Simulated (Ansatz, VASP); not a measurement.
**InSb in VASP and in Ansatz**

Contents of INCAR:

```
ALGO = Normal
EDIFF = 1E-7
ENCUT = 520
GGA = PS
ISIF = 2
ISMEAR = 0
LASPH = True
LCHARG = False
LREAL = False
LWAVE = False
NBANDS = 16
NELM = 80
PREC = Accurate
SIGMA = 0.15
```

Contents of KPOINTS:

```
k-points
0
Gamma
  12 12 12
```

The input POSCAR:

```
InSb
1.0
    0.0000000000      3.2391000000      3.2391000000
    3.3200775000      0.0000000000      3.2391000000
    3.3200775000      3.2391000000      0.0000000000
In Sb
1 1
Direct
    0.0000000000      0.0000000000      0.0000000000
    0.7500000000      0.7500000000      0.7500000000
```

Input for Ansatz:

```yaml
crystal:
  lattice:
    - [0.0, 3.2391, 3.2391]
    - [3.3200775, 0.0, 3.2391]
    - [3.3200775, 3.2391, 0.0]
  atoms:
    - { symbol: In, position: [0.0, 0.0, 0.0] }
    - { symbol: Sb, position: [0.75, 0.75, 0.75] }
basis:
  ecutwfc: 420
kpoints:
  mp_grid: { grid: [12, 12, 12] }
hamiltonian:
  xc: pbesol
scf:
  occupations: { method: gaussian, width: 0.15 }
output:
  forces: true
  stress: true
  eigenvalues: true
```

Change from the starting cell: strain +0.0250 x Voigt [1, 0, 0, 0, 0, 0], atoms carried along.

Alike in both runs: task single point; functional PBEsol; k mesh 12 × 12 × 12; occupations gaussian, width 0.15 eV; no spin polarisation.

|  | VASP | Ansatz |
| --- | --- | --- |
| version | VASP 6.6.1 | Ansatz 0.2.0 |
| potentials or method | VASP PAW PBE potentials, release 64 (In_d, Sb), cutoff 520 eV | scalar-relativistic, plane waves, PAW |
| valence electrons in the cell | 18 | 28 |

|  | VASP | Ansatz | Ansatz less VASP |
| --- | --- | --- | --- |
| gap on the k mesh at the Fermi level (eV) | none | none | - |
| pressure (GPa) | -0.2 | -0.3 | -0.01 |
| traceless stress, the component that is largest in VASP (GPa) | -0.48 | -0.48 | 0.000 |

VASP's potentials were made for PBE, not for PBEsol. A gap of «none» marks a metal or a gap that the smearing closes. VASP's potentials hold 18 valence electrons a cell and Ansatz's 28, so a difference there can come from the potentials and not from the codes.

Neither program's run includes spin-orbit coupling.
